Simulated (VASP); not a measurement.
Wanted: the native input for a VASP 6.6.1 run.

```yaml
Task: single point
Functional: PBE
Potentials_or_basis: VASP PAW PBE potentials, release 64 (Si, C)
Cutoff: 520 eV
k_mesh: 6 × 6 × 6
Occupations: gaussian, width 0.05 eV
Spin: no spin polarisation
Dipole_correction: no
Further_INCAR_settings: ALGO = Normal; EDIFF = 1e-06; NBANDS = 26
```

The structure of SiC lies in POSCAR:

```
SiC
1.0
    4.3797281854      0.0000000000      0.0000000000
    0.0000000000     -4.3797281854      0.0000000000
    0.0000000000      0.0000000000     -4.3797281854
Si C
4 4
Direct
    0.0105458649      0.0105458649      0.0105458649
    0.5000000000      0.5000000000      0.0000000000
    0.5000000000      0.0000000000      0.5000000000
    0.0000000000      0.5000000000      0.5000000000
    0.7500000000      0.7500000000      0.7500000000
    0.2500000000      0.2500000000      0.7500000000
    0.2500000000      0.7500000000      0.2500000000
    0.7500000000      0.2500000000      0.2500000000
```

This cell differs from its parent crystal: atom 1 (Si) moved -0.080 Å towards its neighbour atom 5 (C) at 1.896 Å.

The input as run:

INCAR

```
PREC = Accurate
ENCUT = 520
EDIFF = 1E-6
ISMEAR = 0
SIGMA = 0.05
LREAL = False
LASPH = True
NELM = 100
ALGO = Normal
ISIF = 2
LWAVE = False
LCHARG = False
GGA = PE
NBANDS = 26
```

KPOINTS

```
Automatic mesh
0
Gamma
  6 6 6
```

Potentials or basis: VASP PAW PBE potentials, release 64 (Si, C).

Launch:

```sh
$ cat potpaw_PBE.64/Si/POTCAR potpaw_PBE.64/C/POTCAR > POTCAR
$ mpirun -np 1 vasp_std > vasp.out
```

Results of the run:

- Pressure: 0.1 GPa
- Largest force: 1.785 eV/Å
- Band gap on the k mesh: 0.99 eV

Caveat: the cell differs from its parent crystal (atom 1 (Si) moved -0.080 Å towards its neighbour atom 5 (C) at 1.896 Å); forces of over 1 eV/Å act on the atoms, so gaps and moduli don't describe the material at rest.

Run time: 31 s on 1 thread of Intel(R) Xeon(R) 6975P-C (Granite Rapids), on a shared host, peak memory 0.22 GiB.
